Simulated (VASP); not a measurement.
Here is a VASP 6.6.1 calculation.

INCAR

```
SYSTEM = TiSi
PREC     = Accurate       ! precision mode
ENCUT    = 520            ! plane-wave cutoff, eV
EDIFF    = 1E-6           ! SCF threshold, eV
ISMEAR   = 0              ! smearing method
SIGMA    = 0.1            ! smearing width, eV
LREAL    = .False.        ! projectors in reciprocal space
LASPH    = .True.         ! aspherical terms in the spheres
NELM     = 80             ! most SCF steps
ALGO     = Normal         ! electronic algorithm
ISIF     = 2              ! what is computed and relaxed
LWAVE    = .False.        ! write WAVECAR
LCHARG   = .False.        ! write CHGCAR
GGA      = PS             ! functional
NBANDS   = 42             ! bands
```

Contents of KPOINTS:

```
regular mesh
0
Gamma
  6 4 4
  0 0 0
```

POSCAR

```
TiSi
1.0
    3.6827925114      0.0000000000      0.0000000000
    0.0000000000      7.5794502915      0.0000000000
    0.0000000000      0.0000000000      4.0362060050
Ti Si
4 4
Direct
    0.0000000000      0.5000000000      0.0507385934
    0.5000000000      0.5000000000      0.5506906769
    0.5000000000      0.0000000000      0.5507836400
    0.0000000000      0.0000000000      0.0507731717
    0.0000000000      0.7500034888      0.5507407673
    0.0000000000      0.2499965112      0.5507407673
    0.5000000000      0.2499904267      0.0507661917
    0.5000000000      0.7500095733      0.0507661917
```

Potentials or basis: VASP PAW PBE potentials, release 64 (Ti_sv, Si).

The run is started by

```console
$ cat potpaw_PBE.64/Ti_sv/POTCAR potpaw_PBE.64/Si/POTCAR > POTCAR
$ mpirun -np 1 vasp_std > vasp.out
```

Task: Predict the pressure.

Result: 0.0 GPa.

Task: Predict the band gap on the k mesh.

Result: Zero (band 32 reaches 11.10 eV, above the bottom of band 33 at 10.00 eV).

Forces on the atoms (eV/Å):
```
Ti   0.000  0.000 -0.001
Ti   0.000  0.000  0.002
Ti   0.000  0.000  0.000
Ti   0.000  0.000  0.000
Si   0.000  0.000  0.000
Si   0.000  0.000  0.000
Si   0.000  0.001 -0.001
Si   0.000 -0.001 -0.001
```

Caveat: the k points lie up to 0.39 Å⁻¹ apart; the PAW data sets were made with another functional, which shifts forces and pressure a little.
